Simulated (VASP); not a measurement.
Input of a VASP 6.6.1 run:

INCAR

```
SYSTEM = H8CO6
  PREC = Accurate
  ENCUT = 520
  EDIFF = 1E-6
  ISMEAR = -1
  SIGMA = 0.02
  LREAL = Auto
  LASPH = .TRUE.
  NELM = 80
  ALGO = Normal
  ISIF = 2
  LWAVE = .FALSE.
  LCHARG = .FALSE.
  GGA = PE
  IVDW = 12
  NBANDS = 37
```

KPOINTS

```
Automatic mesh
0
G
  1 1 1
  0 0 0
```

File POSCAR:

```
H8CO6
1.0
    6.2299620000      0.0000000000      0.0000000000
    0.0000000000      6.2299620000      0.0000000000
    0.0000000000      0.0000000000      6.2299620000
O H C
6 8 1
Direct
    0.8910327222      0.9700380195      0.1983479193
    0.6123793371      0.1294871461      0.5848671308
    0.9474536121      0.3671611480      0.9217070666
    0.3932287227      0.2449292628      0.1054581071
    0.0877372928      0.5201315835      0.4836305583
    0.3491995617      0.7167619963      0.6835996752
    0.8564097181      0.9272769240      0.0548799495
    0.8146598647      1.0746293477      0.2864062413
    0.5618814368      0.1722963960      0.4416238815
    0.6257181023     -0.0236438039      0.6054451054
    0.9233924701      0.2457478874      1.0125583431
    0.8034398926      0.3848659109      0.8289938205
    0.2508201495      0.1750090932      0.1588934250
    0.3591835713      0.3915593707      0.1609961666
    0.2182356811      0.6264243666      0.5843213811
```

Potentials or basis: VASP PAW PBE potentials, release 64 (O, H, C).

The run is started by

```bash
$ cat potpaw_PBE.64/O/POTCAR potpaw_PBE.64/H/POTCAR potpaw_PBE.64/C/POTCAR > POTCAR
$ mpirun -np 1 vasp_gam > vasp.out
```

Predict the largest force.

4.495 eV/Å.

Estimate the dispersion energy per atom.

-0.026 eV.

Predict the band gap on the k mesh.

3.89 eV.

What does it give for the pressure?

-2.8 GPa.

Stress tensor (GPa, compression positive):
```
-4.11 -0.81 -1.28
-0.81 -1.57 -0.82
-1.28 -0.82 -2.60
```

Caveat: the k points lie up to 1.01 Å⁻¹ apart.
